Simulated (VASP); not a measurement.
**Al: single point with PBE**

Al:

```
Al
1.0
     0.00000    2.09017    2.09017
     2.09017    0.00000    2.09017
     2.09017    2.09017    0.00000
Al
1
Cartesian
  0.0000 0.0000 0.0000
```

```yaml
Program: VASP 6.6.1
Task: single point
Functional: PBE
Potentials_or_basis: VASP PAW PBE potentials, release 64 (Al)
Cutoff: 520 eV
k_mesh: 10 × 10 × 10
Occupations: gaussian, width 0.1 eV
Spin: no spin polarisation
```

```json
{
  "Pressure": "-5.7 GPa"
}
```

Levels at points of the mesh, in eV from the Fermi level:
```tsv
k point	band 1	band 2	band 3	band 4	band 5
(0.00, 0.00, 0.00)	-10.60	11.92	11.92	11.92	12.68
(0.50, 0.00, 0.00)	-4.40	-4.35	10.22	10.22	10.85
(0.50, 0.50, 0.00)	-2.83	-1.75	4.99	4.99	5.08
```

Run time: 2.3 s on 1 thread of Intel(R) Xeon(R) 6975P-C (Granite Rapids), with other jobs on the host, peak memory 0.13 GiB.
